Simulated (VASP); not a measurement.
# MnO (Fm-3m) in VASP: a series of runs

Runs on MnO. Level: PBEsol. Tasks: single point.

Everything below comes from runs of VASP 6.6.1. Logs are shortened: lines on timing, memory, paths and dates and some standing lists are left out, and cuts for length are marked.

**1. The cell of the first run**

The structure is cubic, space group Fm-3m (No. 225). The conventional cell has a = 4.444 Å, b = 4.444 Å, c = 4.444 Å, α = 90.00°, β = 90.00°, γ = 90.00°. Mn (site symmetry m-3m) has 6 O at 2.22 Å within 2.9 Å. O (site symmetry m-3m) has 6 Mn at 2.22 Å within 2.9 Å.

**2. Single point, PBEsol, collinear spin, ferromagnetic start**

Contents of INCAR:

```
SYSTEM = MnO
PREC = Accurate ; ENCUT = 520
EDIFF = 1E-6 ; ISMEAR = -1
SIGMA = 0.03 ; LREAL = .FALSE.
LASPH = .TRUE. ; NELM = 150
ALGO = Normal ; ISIF = 2
LWAVE = .FALSE. ; LCHARG = .FALSE.
ISPIN = 2 ; MAGMOM = 6.67 0
LORBIT = 11 ; NUPDOWN = 6.67
LMAXMIX = 4 ; GGA = PS
NBANDS = 20
```

Contents of KPOINTS:

```
Automatic mesh
0
G
  7 7 7
  0 0 0
```

Contents of POSCAR:

```
MnO
1.0
    0.0000000000      2.2220000000      2.2220000000
    2.2220000000      0.0000000000      2.2220000000
    2.2220000000      2.2220000000      0.0000000000
Mn O
1 1
Direct
    0.0000000000      0.0000000000      0.0000000000
    0.5000000000      0.5000000000      0.5000000000
```

Potentials or basis: VASP PAW PBE potentials, release 64 (Mn_pv, O).

On the command line:

```bash
$ cat potpaw_PBE.64/Mn_pv/POTCAR potpaw_PBE.64/O/POTCAR > POTCAR
$ mpirun -np 1 vasp_std > vasp.out
```

OUTCAR:

```text
SYSTEM = MnO
   PREC = Accurate
   ENCUT = 520
   EDIFF = 1E-6
   ISMEAR = -1
   LREAL = .FALSE.
   LASPH = .TRUE.
   NELM = 150
   ISIF = 2
   ISPIN = 2
   LORBIT = 11
   NUPDOWN = 6.67
   GGA = PS

 ion  position               nearest neighbor table
   1  0.000  0.000  0.000-   2 2.22   2 2.22   2 2.22   2 2.22   2 2.22   2 2.22
   2  0.500  0.500  0.500-   1 2.22   1 2.22   1 2.22   1 2.22   1 2.22   1 2.22

  LATTYP: Found a face centered cubic cell.
 ALAT       =     4.4440000000

  Lattice vectors:

 A1 = (   0.0000000000,   2.2220000000,   2.2220000000)
 A2 = (   2.2220000000,   0.0000000000,   2.2220000000)
 A3 = (   2.2220000000,   2.2220000000,   0.0000000000)

Analysis of symmetry for initial positions (statically):
=====================================================================
 Subroutine PRICEL returns:
 Original cell was already a primitive cell.

 Routine SETGRP: Setting up the symmetry group for a
 face centered cubic supercell.

 Subroutine GETGRP returns: Found 48 space group operations
 (whereof 48 operations were pure point group operations)
 out of a pool of 48 trial point group operations.

The static configuration has the point symmetry O_h .

Analysis of symmetry for dynamics (positions and initial velocities):
=====================================================================
 Subroutine PRICEL returns:
 Original cell was already a primitive cell.

 Routine SETGRP: Setting up the symmetry group for a
 face centered cubic supercell.

 Subroutine GETGRP returns: Found 48 space group operations
 (whereof 48 operations were pure point group operations)
 out of a pool of 48 trial point group operations.

The dynamic configuration has the point symmetry O_h .

Analysis of structural, dynamic, and magnetic symmetry:
=====================================================================
 Subroutine PRICEL returns:
 Original cell was already a primitive cell.

 Routine SETGRP: Setting up the symmetry group for a
 face centered cubic supercell.

 Subroutine GETGRP returns: Found 48 space group operations
 (whereof 48 operations were pure point group operations)
 out of a pool of 48 trial point group operations.

The overall configuration has the point symmetry O_h .

 Subroutine INISYM returns: Found 48 space group operations
 (whereof 48 operations are pure point group operations),
 and found     1 'primitive' translations

----------------------------------------------------------------------------------------

[... 108 lines left out ...]
  volume/ion in A,a.u.               =      10.97        74.03
  Fermi-wavevector in a.u.,A,eV,Ry     =   1.560410  2.948747 33.128533  2.434878
  Thomas-Fermi vector in A             =   2.663626
   LORBIT       =     11    0 simple, 1 ext, 2 COOP (PROOUT), +10 PAW based schemes
   GGA     = PS    functional components
   LHFCALC =     F    Hartree Fock is set to
   AEXX    =    0.0000 exact exchange contribution
   IVDW    =     0    specifies the selected vdW correction
   LEPSILON=     F    determine dielectric tensor
   LRPA    =     F    only Hartree local field effects (RPA)
 spin polarized calculation
  energy-cutoff  :      520.00
  volume of cell :       21.94
 maximum number of plane-waves:       609
   NGX = 11   NGY = 11   NGZ = 11

 number of electron      18.9999992 magnetization       6.6699996

 Free energy of the ion-electron system (eV)
  ---------------------------------------------------
  ext. energy  EPLUGINS =         0.00000000
  ---------------------------------------------------
  free energy    TOTEN  =       -10.50516182 eV

  energy without entropy =      -10.49571135  energy(sigma->0) =      -10.50043659

 E-fermi :   2.8427     XC(G=0): -12.1428

 val. band max:       12.4759013179   @ k =  -0.4286   0.4286   0.1429
 cond. band min:       2.8503752865   @ k =  -0.2857   0.1429   0.0000
 fundamental gap:     -9.6255260314
 Fermi energy:        12.4955797998

 spin component 1

 k-point     1 :       0.0000    0.0000    0.0000
  band No.  band energies     occupation
      1     -42.7234      1.00000
      2     -42.7234      1.00000
      3     -42.7234      1.00000
      4     -14.3235      1.00000
      5       2.0161      1.00000
      6       2.0161      1.00000
[... 436 lines left out ...]
      6      -0.3602      1.00000
[... 12 lines left out ...]
     19      32.6704      0.00000
     20      33.2253      0.00000
 Fermi energy:         2.8427348599

 spin component 2

 k-point     1 :       0.0000    0.0000    0.0000
  band No.  band energies     occupation
      1     -37.8175      1.00000
      2     -37.8175      1.00000
      3     -37.8175      1.00000
      4     -12.2829      1.00000
      5       4.1008      0.00000
      6       4.1008      0.00000
[... 449 lines left out ...]
     19      34.9597      0.00000
     20      35.0043      0.00000

------------------------ aborting loop because EDIFF is reached ----------------------------------------

  FORCE on cell =-STRESS in cart. coord.  units (eV):
  Direction    XX          YY          ZZ          XY          YZ          ZX
  --------------------------------------------------------------------------------------
  -------------------------------------------------------------------------------------
  Total        7.8391034      7.8391034      7.8391034      0.0000000      0.0000000      0.0000000
  in kB      572.4200241    572.4200241    572.4200241      0.0000000      0.0000000      0.0000000
  external PRESSURE =     572.4200241 kB  Pullay stress =       0.0000000 kB

 VOLUME and BASIS-vectors are now :
 -----------------------------------------------------------------------------
  energy-cutoff  :      520.00
  volume of cell :       21.94
      direct lattice vectors                 reciprocal lattice vectors
     0.000000000  2.222000000  2.222000000    -0.225022502  0.225022502  0.225022502
     2.222000000  0.000000000  2.222000000     0.225022502 -0.225022502  0.225022502
     2.222000000  2.222000000  0.000000000     0.225022502  0.225022502 -0.225022502

 POSITION                                       TOTAL-FORCE (eV/Angst)
 -----------------------------------------------------------------------------------
      0.00000      0.00000      0.00000        -0.000000      0.000000      0.000000
      2.22200      2.22200      2.22200         0.000000     -0.000000     -0.000000
 -----------------------------------------------------------------------------------
    total drift:                                0.000000     -0.000000     -0.000000

  FREE ENERGIE OF THE ION-ELECTRON SYSTEM (eV)
  ---------------------------------------------------
  free  energy   TOTEN  =       -10.5051618246 eV

  energy  without entropy=      -10.4957113537  energy(sigma->0) =      -10.50043659

 total charge

# of ion       s       p       d       tot
------------------------------------------
    1        0.321   6.231   4.877  11.429
    2        1.627   3.225   0.000   4.852
--------------------------------------------------
tot          1.949   9.456   4.877  16.281

 magnetization (x)

# of ion       s       p       d       tot
------------------------------------------
    1        0.161   0.121   4.507   4.788
    2        0.092   0.957   0.000   1.050
--------------------------------------------------
tot          0.253   1.078   4.507   5.838
```

OSZICAR:

```text
N       E                     dE             d eps       ncg     rms          rms(c)
DAV:   1     0.184877845356E+03    0.18488E+03   -0.10557E+04  1636   0.113E+03
DAV:   2    -0.182741191637E+01   -0.18671E+03   -0.17806E+03  1632   0.336E+02
DAV:   3    -0.102588719888E+02   -0.84315E+01   -0.83247E+01  1788   0.766E+01
DAV:   4    -0.103221505005E+02   -0.63279E-01   -0.63263E-01  1844   0.679E+00
DAV:   5    -0.103227062703E+02   -0.55577E-03   -0.55576E-03  1784   0.639E-01    0.191E+01
DAV:   6    -0.102623025886E+02    0.60404E-01   -0.27640E+00  2096   0.164E+01    0.942E+00
DAV:   7    -0.104945202633E+02   -0.23222E+00   -0.43040E-01  1792   0.725E+00    0.693E+00
DAV:   8    -0.105078835838E+02   -0.13363E-01   -0.63403E-02  1768   0.274E+00    0.357E+00
DAV:   9    -0.105045278440E+02    0.33557E-02   -0.62081E-03  1796   0.770E-01    0.815E-01
DAV:  10    -0.105050953618E+02   -0.56752E-03   -0.27664E-03  1988   0.584E-01    0.805E-02
DAV:  11    -0.105051627068E+02   -0.67345E-04   -0.34963E-04  1744   0.175E-01    0.341E-02
DAV:  12    -0.105051603037E+02    0.24031E-05   -0.10559E-05  1904   0.310E-02    0.118E-02
DAV:  13    -0.105051619582E+02   -0.16545E-05   -0.20035E-06  1524   0.135E-02    0.795E-03
DAV:  14    -0.105051618246E+02    0.13363E-06   -0.42096E-07  1144   0.612E-03
   1 F= -.10505162E+02 E0= -.10500437E+02  d E =-.945047E-02  mag=     6.6700
```

Wall time 9.3 s (1 thread of Intel Xeon Platinum 8488C (Sapphire Rapids), shared host); peak memory 0.14 GiB.

What came out:

- Free energy: -10.5052 eV
- Pressure: 57.2 GPa
- Net moment: 6.67 μB per cell
- Site moments: Mn +4.79; O +1.05 μB
- Valence electrons inside the program's atomic spheres: Mn 11.43; O 4.85

Caveat: the PAW data sets were made with another functional, which shifts forces and pressure a little; the total moment is fixed, so each spin has its own Fermi level; a cell with one magnetic atom can't hold antiferromagnetic order, which such compounds often take.

**3. Single point, PBEsol, collinear spin, ferromagnetic start**

Contents of INCAR:

```
SYSTEM = MnO
  PREC = Accurate
  ENCUT = 520
  EDIFF = 1E-6
  ISMEAR = -1
  SIGMA = 0.03
  LREAL = .FALSE.
  LASPH = .TRUE.
  NELM = 150
  ALGO = Normal
  ISIF = 2
  LWAVE = .FALSE.
  LCHARG = .TRUE.
  ISPIN = 2
  MAGMOM = 0.83 0
  LORBIT = 11
  NUPDOWN = 0.83
  LMAXMIX = 4
  GGA = PS
  LELF = .TRUE.
  LVHAR = .TRUE.
  NBANDS = 20
```

Contents of KPOINTS:

```
regular mesh
0
G
  7 7 7
  0 0 0
```

POSCAR is that of step 2.

Potentials or basis: VASP PAW PBE potentials, release 64 (Mn_pv, O).

On the command line:

```bash
$ cat potpaw_PBE.64/Mn_pv/POTCAR potpaw_PBE.64/O/POTCAR > POTCAR
$ mpirun -np 1 vasp_std > vasp.out
```

Run time: 11 s. Hardware: 1 thread of Intel Xeon Platinum 8488C (Sapphire Rapids), shared host; peak memory 0.15 GiB.

Results (log left out):

| Quantity | Value |
| --- | --- |
| Free energy | -15.3089 eV |
| Pressure | -35.1 GPa |
| Net moment | 0.83 μB per cell |
| Site moments | Mn +0.79; O +0.05 μB |
| Valence electrons inside the program's atomic spheres | Mn 11.40; O 4.88 |

Caveat: the PAW data sets were made with another functional, which shifts forces and pressure a little; the total moment is fixed, so each spin has its own Fermi level; a cell with one magnetic atom can't hold antiferromagnetic order, which such compounds often take.

**4. Single point, PBEsol, collinear spin, ferromagnetic start**

Contents of INCAR:

```
PREC     = Accurate       # precision mode
ENCUT    = 520            # plane-wave cutoff, eV
EDIFF    = 1E-6           # SCF threshold, eV
ISMEAR   = -1             # smearing method
SIGMA    = 0.03           # smearing width, eV
LREAL    = F              # projectors in reciprocal space
LASPH    = T              # aspherical terms in the spheres
NELM     = 150            # most SCF steps
ALGO     = Normal         # electronic algorithm
ISIF     = 2              # what is computed and relaxed
LWAVE    = F              # write WAVECAR
LCHARG   = F              # write CHGCAR
ISPIN    = 2              # spin polarisation
MAGMOM   = 2.5 0          # initial moments
LORBIT   = 11             # projections on sites
NUPDOWN  = 2.5            # fixed moment
LMAXMIX  = 4              # l up to which the mixer works
GGA      = PS             # functional
NBANDS   = 20             # bands
```

Contents of KPOINTS:

```
regular mesh
0
Gamma
  7 7 7
```

POSCAR is that of step 3.

On the command line:

```bash
$ cat potpaw_PBE.64/Mn_pv/POTCAR potpaw_PBE.64/O/POTCAR > POTCAR
$ mpirun -np 1 vasp_std > vasp.out
```

Run time: 10 s. Hardware: 1 thread of Intel Xeon Platinum 8488C (Sapphire Rapids), shared host; peak memory 0.15 GiB.

It converged, with:

- Free energy: -16.1149 eV
- Pressure: -34.1 GPa
- Net moment: 2.50 μB per cell
- Site moments: Mn +2.48; O -0.04 μB
- Valence electrons inside the program's atomic spheres: Mn 11.40; O 4.88

Caveat: the PAW data sets were made with another functional, which shifts forces and pressure a little; the total moment is fixed, so each spin has its own Fermi level; a cell with one magnetic atom can't hold antiferromagnetic order, which such compounds often take.

**5. Single point, PBEsol, collinear spin, ferromagnetic start**

Contents of INCAR:

```
SYSTEM = MnO
  PREC = Accurate
  ENCUT = 520
  EDIFF = 1E-7
  ISMEAR = -1
  SIGMA = 0.03
  LREAL = .FALSE.
  LASPH = .TRUE.
  NELM = 150
  ALGO = Normal
  ISIF = 2
  LWAVE = .FALSE.
  LCHARG = .TRUE.
  ISPIN = 2
  MAGMOM = 4.17 0
  LORBIT = 11
  NUPDOWN = 4.17
  LMAXMIX = 4
  GGA = PS
  LELF = .TRUE.
  LVHAR = .TRUE.
  NBANDS = 20
```

Contents of KPOINTS:

```
regular mesh
0
G
  7 7 7
  0 0 0
```

POSCAR is that of step 4.

On the command line:

```bash
$ cat potpaw_PBE.64/Mn_pv/POTCAR potpaw_PBE.64/O/POTCAR > POTCAR
$ mpirun -np 1 vasp_std > vasp.out
```

Run time: 11 s. Hardware: 1 thread of Intel Xeon Platinum 8488C (Sapphire Rapids), shared host; peak memory 0.15 GiB.

It converged, with:

| Quantity | Value |
| --- | --- |
| Free energy | -17.0920 eV |
| Pressure | -17.0 GPa |
| Net moment | 4.17 μB per cell |
| Site moments | Mn +3.88; O +0.11 μB |
| Valence electrons inside the program's atomic spheres | Mn 11.37; O 4.92 |

Caveat: the PAW data sets were made with another functional, which shifts forces and pressure a little; the total moment is fixed, so each spin has its own Fermi level; a cell with one magnetic atom can't hold antiferromagnetic order, which such compounds often take.

**6. Summary**

| fixed moment (μB) | pressure (GPa) | moment (μB) |
| --- | --- | --- |
| 6.67 | 57.2 | 6.67 |
| 0.83 | -35.1 | 0.83 |
| 2.5 | -34.1 | 2.50 |
| 4.17 | -17.0 | 4.17 |

Alike in all rows: task single point; level PBEsol; potentials or basis VASP PAW PBE potentials, release 64 (Mn_pv, O); spin collinear, ferromagnetic start; cell as given; k mesh 7 × 7 × 7; cutoff (eV) 520; smearing fermi-dirac 0.03 eV.

Caveats: the PAW data sets were made with another functional, which shifts forces and pressure a little; the total moment is fixed, so each spin has its own Fermi level; a cell with one magnetic atom can't hold antiferromagnetic order, which such compounds often take.

Total energies depend on the potentials used, so only differences within one code and one set of settings carry meaning.
